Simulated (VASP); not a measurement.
# TaN (P-6m2) in VASP: vibrations by perturbation theory with PBEsol

Aim: the vibrations by perturbation theory of TaN with PBEsol.

Program: VASP 6.6.1. These are calculated values, not measurements. Logs are shortened: lines on timing, memory, paths and dates and some standing lists are left out, and cuts for length are marked.

### Step 1. The cell of the first run

The structure is hexagonal, space group P-6m2 (No. 187). The conventional cell has a = 2.938 Å, b = 2.938 Å, c = 2.883 Å, α = 90.00°, β = 90.00°, γ = 120.00°. Within 3.0 Å of Ta (site symmetry -6m2) lie 6 N at 2.23 Å and 8 Ta at 2.88 to 2.94 Å. N (site symmetry -6m2) has 6 Ta at 2.23 Å and 8 N at 2.88 to 2.94 Å within 3.0 Å.

### Step 2. Vibrations by perturbation theory, PBEsol

File INCAR:

```
SYSTEM = TaN
PREC     = Accurate       ! precision mode
ENCUT    = 520            ! plane-wave cutoff, eV
EDIFF    = 1E-8           ! SCF threshold, eV
ISMEAR   = -1             ! smearing method
SIGMA    = 0.05           ! smearing width, eV
LREAL    = .False.        ! projectors in reciprocal space
LASPH    = .True.         ! aspherical terms in the spheres
NELM     = 80             ! most SCF steps
ALGO     = Normal         ! electronic algorithm
ISIF     = 2              ! what is computed and relaxed
LWAVE    = .False.        ! write WAVECAR
LCHARG   = .False.        ! write CHGCAR
GGA      = PS             ! functional
IBRION   = 8              ! ionic algorithm
NSW      = 1              ! ionic steps
```

File KPOINTS:

```
Automatic mesh
0
Gamma
  12 12 10
  0 0 0
```

File POSCAR:

```
TaN
1.0
    2.9380000000      0.0000000000      0.0000000000
   -1.4690000000      2.5443826400      0.0000000000
    0.0000000000      0.0000000000      2.8830000000
Ta N
1 1
Direct
    0.3333333327      0.6666666654      0.5000000000
    0.0000000000      0.0000000000      0.0000000000
```

Potentials or basis: VASP PAW PBE potentials, release 64 (Ta_pv, N).

Started as:

```
> cat potpaw_PBE.64/Ta_pv/POTCAR potpaw_PBE.64/N/POTCAR > POTCAR
> mpirun -np 1 vasp_std > vasp.out
```

OUTCAR:

```text
SYSTEM = TaN
   PREC = Accurate
   ENCUT = 520
   EDIFF = 1E-8
   ISMEAR = -1
   LREAL = .False.
   LASPH = .True.
   NELM = 80
   ISIF = 2
   GGA = PS
   IBRION = 8
   NSW = 1

 ion  position               nearest neighbor table
   1  0.333  0.667  0.500-   2 2.23   2 2.23   2 2.23   2 2.23   2 2.23   2 2.23
   2  0.000  0.000  0.000-   1 2.23   1 2.23   1 2.23   1 2.23   1 2.23   1 2.23

  LATTYP: Found a hexagonal cell.
 ALAT       =     2.9380000000
 C/A-ratio  =     0.9812797822

  Lattice vectors:

 A1 = (   2.9380000000,   0.0000000000,   0.0000000000)
 A2 = (  -1.4690000000,   2.5443826400,   0.0000000000)
 A3 = (   0.0000000000,   0.0000000000,   2.8830000000)

Analysis of symmetry for initial positions (statically):
=====================================================================
 Subroutine PRICEL returns:
 Original cell was already a primitive cell.

 Routine SETGRP: Setting up the symmetry group for a
 hexagonal supercell.

 Subroutine GETGRP returns: Found 12 space group operations
 (whereof 12 operations were pure point group operations)
 out of a pool of 24 trial point group operations.

The static configuration has the point symmetry D_3h.

Analysis of symmetry for dynamics (positions and initial velocities):
=====================================================================
 Subroutine PRICEL returns:
 Original cell was already a primitive cell.

 Routine SETGRP: Setting up the symmetry group for a
 hexagonal supercell.

 Subroutine GETGRP returns: Found 12 space group operations
 (whereof 12 operations were pure point group operations)
 out of a pool of 24 trial point group operations.

The dynamic configuration has the point symmetry D_3h.

 Subroutine INISYM returns: Found 12 space group operations
 (whereof 12 operations are pure point group operations),
 and found     1 'primitive' translations
[... 520 lines left out ...]
  Total       -0.5440394     -0.5440394     -0.5582016      0.0000000     -0.0000000     -0.0000000
  in kB      -40.4447425    -40.4447426    -41.4975823      0.0000000     -0.0000000     -0.0000000
  external PRESSURE =     -40.7956892 kB  Pullay stress =       0.0000000 kB

 VOLUME and BASIS-vectors are now :
 -----------------------------------------------------------------------------
  energy-cutoff  :      520.00
  volume of cell :       21.55
      direct lattice vectors                 reciprocal lattice vectors
     2.938000000  0.000000000  0.000000000     0.340367597  0.196511323  0.000000000
    -1.469000000  2.544382640  0.000000000     0.000000000  0.393022647  0.000000000
     0.000000000  0.000000000  2.883000000     0.000000000  0.000000000  0.346860909

 POSITION                                       TOTAL-FORCE (eV/Angst)
 -----------------------------------------------------------------------------------
      0.00000      1.69626      1.44150        -0.000000     -0.000000      0.000000
      0.00000      0.00000      0.00000         0.000000      0.000000      0.000000
 -----------------------------------------------------------------------------------
    total drift:                                0.000000      0.000001     -0.000000

  FREE ENERGIE OF THE ION-ELECTRON SYSTEM (eV)
  ---------------------------------------------------
  free  energy   TOTEN  =       -23.8034292177 eV

  energy  without entropy=      -23.8028389338  energy(sigma->0) =      -23.80313408

[... ionic steps 2 to 3 ...]

--------------------------------------- Ionic step        4  -------------------------------------------

------------------------ aborting loop because EDIFF is reached ----------------------------------------
[... 11 lines left out ...]
[... ionic steps 8 to 8 ...]

--------------------------------------- Ionic step        9  -------------------------------------------

 Free energy of the ion-electron system (eV)
  ---------------------------------------------------
  ---------------------------------------------------
  free energy    TOTEN  =        -0.23299164 eV

  energy without entropy =       -0.23299164

------------------------ aborting loop because EDIFF is reached ----------------------------------------

 INTERNAL STRAIN TENSOR  FOR ION    2  DIRECTION 3   (eV/Angst):
 -----------------------------------------------------------------------------
     0.00197 -0.00000  0.00000
     0.00000  0.00197  0.00000
    -0.00000  0.00000  0.00959

 INTERNAL STRAIN TENSOR FOR ION    2 for displacements in x,y,z  (eV/Angst):
          X           Y           Z          XY          YZ          ZX
  --------------------------------------------------------------------------------
  x    -0.00000     0.00000     0.00000    -1.63154     0.00000     0.00000
  y    -1.63154     1.63154     0.00000     0.00000     0.00000     0.00000
  z     0.00000     0.00000     0.00000     0.00000     0.00000     0.00000

 SECOND DERIVATIVES (NOT SYMMETRIZED)
 ------------------------------------
               1X          1Y          1Z          2X          2Y          2Z
  1X   -13.067163    0.000000    0.000000   13.067163    0.000000    0.000000
  1Y    -0.000000  -13.067163    0.000000    0.000000   13.067163    0.000000
  1Z     0.000000    0.000000  -13.961331   -0.000000    0.000000   13.961331
  2X    13.065456    0.000000    0.000000  -13.065456    0.000000    0.000000
  2Y     0.000000   13.065456    0.000000    0.000000  -13.065456    0.000000
  2Z     0.000000   -0.000000   13.954988    0.000000    0.000000  -13.954988

 Eigenvectors and eigenvalues of the dynamical matrix
 ----------------------------------------------------

   1 f  =   16.200433 THz   101.790324 2PiTHz  540.388283 cm-1    66.999578 meV
             X         Y         Z           dx          dy          dz
      0.000000  1.696255  1.441500     0.000000    0.000000   -0.268047
      0.000000  0.000000  0.000000     0.000000   -0.000000    0.963406
[... 21 lines left out ...]
   6 f/i=    0.000951 THz     0.005973 2PiTHz    0.031709 cm-1     0.003931 meV
             X         Y         Z           dx          dy          dz
      0.000000  1.696255  1.441500    -0.000000   -0.000000    0.963406
      0.000000  0.000000  0.000000    -0.000000   -0.000000    0.268047

--------------------------------------------------------------------------------------------------------

 ELASTIC MODULI CONTR FROM IONIC RELAXATION (kBar)
 Direction    XX          YY          ZZ          XY          YZ          ZX
 --------------------------------------------------------------------------------
 XX          -6.1938      6.1938      0.0000     -0.0000      0.0000      0.0000
 YY           6.1938     -6.1938      0.0000      0.0000      0.0000      0.0000
 ZZ           0.0000      0.0000      0.0000      0.0000      0.0000      0.0000
 XY          -0.0000      0.0000      0.0000     -6.1938      0.0000      0.0000
 YZ           0.0000      0.0000      0.0000      0.0000      0.0000      0.0000
 ZX           0.0000      0.0000      0.0000      0.0000      0.0000      0.0000
 --------------------------------------------------------------------------------
```

stdout:

```text
POSCAR found type information on POSCAR TaN
 POSCAR found :  2 types and       2 ions
 scaLAPACK will be used
 -----------------------------------------------------------------------------
|                                                                             |
|                                                                             |
|     You enforced a specific xc type in the INCAR file but a different       |
|     I HOPE YOU KNOW WHAT YOU ARE DOING!                                     |
|                                                                             |
 -----------------------------------------------------------------------------

 LDA part: xc-table for (Slater+PW92), standard interpolation
 POSCAR, INCAR and KPOINTS ok, starting setup
 FFT: planning ... GRIDC
 FFT: planning ... GRID_SOFT
 FFT: planning ... GRID
 WAVECAR not read
 entering main loop
 Linear response reoptimize wavefunctions to high precision
 Linear response DOF=           4
 Linear response progress:
 first order change of Fermi-energy  -0.69498E-04
 force on displaced ion       1 direction 1 : -13.067   0.000   0.000
 Linear response progress:
 first order change of Fermi-energy  -0.12212E-02
 force on displaced ion       1 direction 3 :  -0.000  -0.000 -13.961
 Linear response progress:
 first order change of Fermi-energy   0.26322E-04
 force on displaced ion       2 direction 1 : -13.065   0.001   0.000
 Linear response progress:
 first order change of Fermi-energy  -0.88186E-04
 force on displaced ion       2 direction 3 :   0.000  -0.000 -13.955
 Linear response finished
```

Wall time 2.9 min (1 thread of Intel Xeon 6975P-C (Granite Rapids), shared host); peak memory 0.38 GiB.

What came out:

```
Highest phonon frequency at Γ : 540 cm⁻¹
```

Phonon frequencies in cm⁻¹ (negative: imaginary):
```csv
q point,frequencies
"(0.000, 0.000, 0.000)",0 0 0 523 523 540
```

Caveat: the cell stands under pressure or tension, which shifts response properties; the PAW data sets were made with another functional, which shifts forces and pressure a little; spin-orbit coupling is left out, which moves the levels of the heavy elements.
